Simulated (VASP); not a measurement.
A run of VASP 6.6.1 is set up as follows.

The input INCAR:

```
  PREC = Accurate
  ENCUT = 520
  EDIFF = 1E-6
  ISMEAR = 0
  SIGMA = 0.02
  LREAL = Auto
  LASPH = True
  NELM = 80
  ALGO = Normal
  ISIF = 2
  LWAVE = False
  LCHARG = True
  GGA = PE
  LELF = True
  LVHAR = True
  NBANDS = 52
  NELECT = 74.0
```

Contents of KPOINTS:

```
regular mesh
0
Gamma
  2 2 2
```

Contents of POSCAR:

```
CuSi16
1.0
    0.0000000000      5.4300000000      5.4300000000
    5.4300000000      0.0000000000      5.4300000000
    5.4300000000      5.4300000000      0.0000000000
Si Cu
16 1
Direct
    0.0023409346      0.0087698489      0.0026227720
    0.1232537285      0.1397840029      0.1232961890
   -0.0131618402      0.0105042893      0.5058939213
    0.1150172320      0.1321644982      0.6300275894
    0.0072039507      0.5138813276      0.0074489477
    0.1322891437      0.6348444001      0.1325314569
    0.0003719691      0.5063474252      0.5050537522
    0.1270850609      0.6206916127      0.6360826134
    0.5057127013      0.0107270645     -0.0132204760
    0.6298275304      0.1322311335      0.1151131226
    0.4886756188     -0.0070427139      0.4888442858
    0.6190328450      0.1042797507      0.6189010299
    0.5047541851      0.5064025447      0.0006039064
    0.6359504441      0.6207319834      0.1271247973
    0.5107369223      0.4755431672      0.5109458913
    0.6279451611      0.6156571504      0.6281044041
    0.3522749127      0.8424856144      0.3519965967
```

Potentials or basis: VASP PAW PBE potentials, release 64 (Si, Cu).

Command:

```bash
$ cat potpaw_PBE.64/Si/POTCAR potpaw_PBE.64/Cu/POTCAR > POTCAR
$ mpirun -np 1 vasp_std > vasp.out
```

Task: Predict the largest force.

Result: 0.018 eV/Å.

Forces in eV/Å, atoms in the order of the input:
```
Si  -0.001  0.000  0.003
Si   0.002 -0.006 -0.003
Si   0.002 -0.004 -0.007
Si  -0.003 -0.003 -0.005
Si  -0.004 -0.008  0.000
Si  -0.002  0.000 -0.004
Si   0.001  0.001  0.005
Si   0.004  0.005 -0.008
Si  -0.016 -0.005  0.006
Si  -0.001 -0.003 -0.005
Si   0.006  0.015  0.008
Si   0.005  0.005  0.002
Si   0.000  0.000  0.004
Si  -0.004  0.002  0.002
Si   0.002 -0.006  0.005
Si  -0.001 -0.001 -0.005
Cu   0.009  0.009  0.001
```

Caveat: the k points lie up to 0.50 Å⁻¹ apart; the cell carries a net charge on a neutralising background, which shifts energy and pressure.
